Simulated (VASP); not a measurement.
# Mo in VASP: single point with PBE

Aim: the single point of Mo with PBE.

Program: VASP 6.6.1. These are calculated values, not measurements. Logs are shortened: lines on timing, memory, paths and dates and some standing lists are left out, and cuts for length are marked.

## Step 1: The cell of the first run

The cell holds a slab with vacuum, 8 atoms: a = 2.850 Å, b = 4.030 Å, c = 24.974 Å, α = 90.00°, β = 90.00°, γ = 90.00°.

## Step 2: Single point, PBE

INCAR

```
PREC = Accurate ; ENCUT = 520
EDIFF = 1E-6 ; ISMEAR = -1
SIGMA = 0.05 ; LREAL = F
LASPH = T ; NELM = 100
ALGO = Normal ; ISIF = 2
LWAVE = F ; LCHARG = F
LDIPOL = T ; IDIPOL = 3
DIPOL = 0.5 0.5 0.500 ; GGA = PE
NBANDS = 66
```

KPOINTS

```
Automatic mesh
0
Gamma
  9 7 1
```

POSCAR

```
Mo
1.0
    2.8496403282      0.0000000000      0.0000000000
    0.0000000000      4.0300000000      0.0000000000
    0.0000000000      0.0000000000     24.9737411486
Mo
8
Direct
    0.5000000000      0.5000000000      0.3003154375
    0.0000000000      0.0000000000      0.3573681697
    0.5000000000      0.5000000000      0.4144209018
    0.0000000000      0.0000000000      0.4714736339
    0.5000000000      0.5000000000      0.5285263661
    0.0000000000      0.0000000000      0.5855790982
    0.5000000000      0.5000000000      0.6426318303
    0.0000000000      0.0000000000      0.6996845625
```

Potentials or basis: VASP PAW PBE potentials, release 64 (Mo_sv).

On the command line:

```console
$ cat potpaw_PBE.64/Mo_sv/POTCAR > POTCAR
$ mpirun -np 1 vasp_std > vasp.out
```

OUTCAR:

```text
PREC = Accurate
   ENCUT = 520
   EDIFF = 1E-6
   ISMEAR = -1
   LREAL = F
   LASPH = T
   NELM = 100
   ISIF = 2
   GGA = PE

 ion  position               nearest neighbor table
   1  0.500  0.500  0.300-   2 2.85   2 2.85   2 2.85   2 2.85   3 2.85
   2  0.000  0.000  0.357-   4 2.85   3 2.85   3 2.85   3 2.85   3 2.85   1 2.85   1 2.85   1 2.85
                             1 2.85
   3  0.500  0.500  0.414-   2 2.85   4 2.85   2 2.85   4 2.85   2 2.85   4 2.85   2 2.85   4 2.85
                             1 2.85   5 2.85
   4  0.000  0.000  0.471-   2 2.85   3 2.85   3 2.85   3 2.85   3 2.85   5 2.85   5 2.85   5 2.85
                             5 2.85   6 2.85
   5  0.500  0.500  0.529-   7 2.85   6 2.85   6 2.85   6 2.85   6 2.85   4 2.85   4 2.85   4 2.85
                             4 2.85   3 2.85
   6  0.000  0.000  0.586-   5 2.85   7 2.85   5 2.85   7 2.85   5 2.85   7 2.85   5 2.85   7 2.85
                             4 2.85   8 2.85
   7  0.500  0.500  0.643-   5 2.85   6 2.85   6 2.85   6 2.85   6 2.85   8 2.85   8 2.85   8 2.85
                             8 2.85
   8  0.000  0.000  0.700-   7 2.85   7 2.85   7 2.85   7 2.85   6 2.85

  LATTYP: Found a simple orthorhombic cell.
 ALAT       =     2.8496403282
 B/A-ratio  =     1.4142135624
 C/A-ratio  =     8.7638221924

  Lattice vectors:

 A1 = (   2.8496403282,   0.0000000000,   0.0000000000)
 A2 = (   0.0000000000,   4.0300000000,   0.0000000000)
 A3 = (   0.0000000000,   0.0000000000,  24.9737411486)

Analysis of symmetry for initial positions (statically):
=====================================================================
 Subroutine PRICEL returns:
 Original cell was already a primitive cell.

 Routine SETGRP: Setting up the symmetry group for a
 simple orthorhombic supercell.

 Subroutine GETGRP returns: Found  8 space group operations
 (whereof  4 operations were pure point group operations)
 out of a pool of  8 trial point group operations.

The static configuration has the point symmetry C_2v.
 The point group associated with its full space group is D_2h.

Analysis of symmetry for dynamics (positions and initial velocities):
=====================================================================
 Subroutine PRICEL returns:
 Original cell was already a primitive cell.

 Routine SETGRP: Setting up the symmetry group for a
 simple orthorhombic supercell.

 Subroutine GETGRP returns: Found  8 space group operations
 (whereof  4 operations were pure point group operations)
 out of a pool of  8 trial point group operations.

The dynamic configuration has the point symmetry C_2v.
 The point group associated with its full space group is D_2h.
[... 120 lines left out ...]
   EFERMI =   0.00;   METHOD = LEGACY
   ISMEAR =    -1;   SIGMA  =   0.05  broadening in eV -4-tet -1-fermi 0-gaus
   EFERMI_NEDOS =   21; number of points for ismear=-14 and -15
   IALGO  =     38    algorithm
   IMIX   =      4    mixing-type and parameters
     AMIX     =   0.40;   BMIX     =  1.00
     AMIX_MAG =   1.60;   BMIX_MAG =  1.00
  volume/ion in A,a.u.               =      35.85       241.93
  Fermi-wavevector in a.u.,A,eV,Ry     =   1.196615  2.261275 19.482026  1.431889
  Thomas-Fermi vector in A             =   2.332551
   LORBIT       =      0    0 simple, 1 ext, 2 COOP (PROOUT), +10 PAW based schemes
   GGA     = PE    functional components
   LHFCALC =     F    Hartree Fock is set to
   AEXX    =    0.0000 exact exchange contribution
   IVDW    =     0    specifies the selected vdW correction
   LEPSILON=     F    determine dielectric tensor
   LRPA    =     F    only Hartree local field effects (RPA)
 non-spin polarized calculation
  energy-cutoff  :      520.00
  volume of cell :      286.80
 maximum number of plane-waves:      7765
 NGX is ok and might be reduce to    24
   NGX = 11   NGY = 15   NGZ = 93

 dipolmoment           0.000000      0.000000      0.000000 electrons x Angstroem

 number of electron     112.0000018 magnetization

 dipolmoment           0.000000      0.000000     -0.000000 electrons x Angstroem

 Free energy of the ion-electron system (eV)
  ---------------------------------------------------
  ext. energy  EPLUGINS =         0.00000000
  ---------------------------------------------------
  free energy    TOTEN  =       -80.15710773 eV

  energy without entropy =      -80.05853057  energy(sigma->0) =      -80.10781915

 E-fermi :   3.2013     XC(G=0):  -6.9218

 val. band max:        3.1958938047   @ k =   0.1111   0.2857   0.0000
 cond. band min:       3.2059399231   @ k =   0.0000   0.2857   0.0000
 fundamental gap:      0.0100461184
 Fermi energy:         3.2013352606

 k-point     1 :       0.0000    0.0000    0.0000
  band No.  band energies     occupation
      1     -57.6046      2.00000
      2     -57.6004      2.00000
      3     -57.5031      2.00000
      4     -57.4697      2.00000
      5     -57.4060      2.00000
      6     -57.3632      2.00000
[... 1369 lines left out ...]
     65       5.1924      0.00000
     66       5.2935      0.00000

------------------------ aborting loop because EDIFF is reached ----------------------------------------

 vacuum level on the upper side and lower side of the slab       (xc-potential included)        -0.156        -0.156

  FORCE on cell =-STRESS in cart. coord.  units (eV):
  Direction    XX          YY          ZZ          XY          YZ          ZX
  --------------------------------------------------------------------------------------
  -------------------------------------------------------------------------------------
  Total      -11.7668639    -10.8699706     -8.3448950      0.0000000      0.0000000      0.0000000
  in kB      -65.7343862    -60.7239831    -46.6179058      0.0000000      0.0000000      0.0000000
  external PRESSURE =     -57.6920917 kB  Pullay stress =       0.0000000 kB

 VOLUME and BASIS-vectors are now :
 -----------------------------------------------------------------------------
  energy-cutoff  :      520.00
  volume of cell :      286.80
      direct lattice vectors                 reciprocal lattice vectors
     2.849640328  0.000000000  0.000000000     0.350921479  0.000000000  0.000000000
     0.000000000  4.030000000  0.000000000     0.000000000  0.248138958  0.000000000
     0.000000000  0.000000000 24.973741149     0.000000000  0.000000000  0.040042058

 POSITION                                       TOTAL-FORCE (eV/Angst)
 -----------------------------------------------------------------------------------
      1.42482      2.01500      7.50000         0.000000      0.000000      1.706509
      0.00000      0.00000      8.92482         0.000000      0.000000     -1.020784
      1.42482      2.01500     10.34964         0.000000      0.000000     -0.295607
      0.00000      0.00000     11.77446         0.000000      0.000000     -0.127106
      1.42482      2.01500     13.19928         0.000000      0.000000      0.127106
      0.00000      0.00000     14.62410         0.000000      0.000000      0.295607
      1.42482      2.01500     16.04892         0.000000      0.000000      1.020784
      0.00000      0.00000     17.47374         0.000000      0.000000     -1.706509
 -----------------------------------------------------------------------------------
    total drift:                                0.000000     -0.000000     -0.000000

  FREE ENERGIE OF THE ION-ELECTRON SYSTEM (eV)
  ---------------------------------------------------
  free  energy   TOTEN  =       -80.1571077298 eV

  energy  without entropy=      -80.0585305742  energy(sigma->0) =      -80.10781915

 vacuum level on the upper side and lower side of the slab         6.990         6.990
```

OSZICAR:

```text
N       E                     dE             d eps       ncg     rms          rms(c)
DAV:   1     0.131919662861E+04    0.13192E+04   -0.71639E+04  3240   0.160E+03
DAV:   2    -0.351794795030E+02   -0.13544E+04   -0.13255E+04  2930   0.493E+02
DAV:   3    -0.864040526889E+02   -0.51225E+02   -0.48072E+02  3648   0.819E+01
[... 23 lines left out ...]
DAV:  27    -0.801570926386E+02   -0.26736E-04   -0.12291E-06  1820   0.539E-03    0.734E-03
DAV:  28    -0.801571029458E+02   -0.10307E-04   -0.15202E-06  1924   0.751E-03    0.161E-03
DAV:  29    -0.801571051959E+02   -0.22501E-05   -0.20708E-07  1532   0.172E-03    0.682E-04
DAV:  30    -0.801571074375E+02   -0.22415E-05   -0.20666E-07  1568   0.129E-03    0.850E-04
DAV:  31    -0.801571077298E+02   -0.29232E-06   -0.55634E-08  1506   0.942E-04
   1 F= -.80157108E+02 E0= -.80107819E+02  d E =-.985772E-01
```

Run time: 14 min. Hardware: 1 thread of Intel Xeon Platinum 8259CL at 2.50GHz (Skylake/Cascade Lake), shared host; peak memory 0.5 GiB.

What came out:

```
Free energy            : -80.1571 eV
Largest force          : 1.707 eV/Å
Band gap on the k mesh : zero (bands 56 and 57 overlap by 1.14 eV)
```

Forces in eV/Å, atoms in the order of the input:
```
Mo   0.000  0.000  1.707
Mo   0.000  0.000 -1.021
Mo   0.000  0.000 -0.296
Mo   0.000  0.000 -0.127
Mo   0.000  0.000  0.127
Mo   0.000  0.000  0.296
Mo   0.000  0.000  1.021
Mo   0.000  0.000 -1.707
```
